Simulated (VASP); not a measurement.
A run of VASP 6.6.1:

Contents of INCAR:

```
SYSTEM = LaAsRuO
PREC = Accurate
ENCUT = 520
EDIFF = 1E-6
ISMEAR = 0
SIGMA = 0.05
LREAL = .False.
LASPH = .True.
NELM = 60
ALGO = Normal
ISIF = 2
LWAVE = .False.
LCHARG = .False.
GGA = PE
NBANDS = 46
```

Contents of KPOINTS:

```
Automatic mesh
0
Gamma
  8 8 4
  0 0 0
```

File POSCAR:

```
LaAsRuO
1.0
    4.1252336426      0.0000000000      0.0000000000
    0.0000000000      4.1252336426      0.0000000000
    0.0000000000      0.0000000000      8.4830237470
La As Ru O
2 2 2 2
Direct
    0.5000000000      0.0000000000      0.1406828130
    0.0000000000      0.5000000000      0.8593171870
    0.5000000000      0.0000000000      0.6528492884
    0.0000000000      0.5000000000      0.3471507116
    0.0000000000      0.0000000000      0.5000000000
    0.5000000000      0.5000000000      0.5000000000
    0.0000000000      0.0000000000      0.0000000000
    0.5000000000      0.5000000000      0.0000000000
```

Potentials or basis: VASP PAW PBE potentials, release 64 (La, As, Ru_pv, O).

Launch:

```bash
$ cat potpaw_PBE.64/La/POTCAR potpaw_PBE.64/As/POTCAR potpaw_PBE.64/Ru_pv/POTCAR potpaw_PBE.64/O/POTCAR > POTCAR
$ mpirun -np 1 vasp_std > vasp.out
```

Hardware: 1 thread of Intel(R) Xeon(R) Platinum 8259CL CPU @ 2.50GHz (Skylake/Cascade Lake), with other jobs on the host.

**Question.** Estimate the wall time of this run.

**Answer.** Run time: 5.2 min on 1 thread of Intel(R) Xeon(R) Platinum 8259CL CPU @ 2.50GHz (Skylake/Cascade Lake) (shared host), peak memory 0.45 GiB. Counts: scf iterations 16, k points 45.
